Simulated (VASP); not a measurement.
Write the native input for VASP 6.6.1 that does the following.

```
Task                   : single point
Functional             : PBEsol
Potentials or basis    : VASP PAW PBE potentials, release 64 (Ti_sv, B)
Cutoff                 : 520 eV
k mesh                 : 14 × 14 × 14
Occupations            : fermi-dirac, width 0.15 eV
Spin                   : no spin polarisation
Dipole correction      : no
Further INCAR settings : ALGO = Normal; EDIFF = 1e-06; NBANDS = 14
```

The structure of TiB lies in POSCAR:

```
TiB
1.0
    0.0000000000      2.4568284199      2.4568284199
    2.4568284199      0.0000000000      2.4568284199
    2.4568284199      2.4568284199      0.0000000000
Ti B
1 1
Direct
    0.7500000000      0.7500000000      0.7500000000
    0.0000000000      0.0000000000      0.0000000000
```

The input as run:

INCAR

```
SYSTEM = TiB
PREC = Accurate
ENCUT = 520
EDIFF = 1E-6
ISMEAR = -1
SIGMA = 0.15
LREAL = .False.
LASPH = .True.
NELM = 60
ALGO = Normal
ISIF = 2
LWAVE = .False.
LCHARG = .False.
GGA = PS
NBANDS = 14
```

KPOINTS

```
Automatic mesh
0
Gamma
  14 14 14
  0 0 0
```

Potentials or basis: VASP PAW PBE potentials, release 64 (Ti_sv, B).

Run with:

```console
$ cat potpaw_PBE.64/Ti_sv/POTCAR potpaw_PBE.64/B/POTCAR > POTCAR
$ mpirun -np 1 vasp_std > vasp.out
```

Results of the run:

- Pressure: 0.0 GPa

Caveat: the PAW data sets were made with another functional, which shifts forces and pressure a little.

Run time: 22 s on 1 thread of Intel(R) Xeon(R) 6975P-C (Granite Rapids) (shared host), peak memory 0.18 GiB.
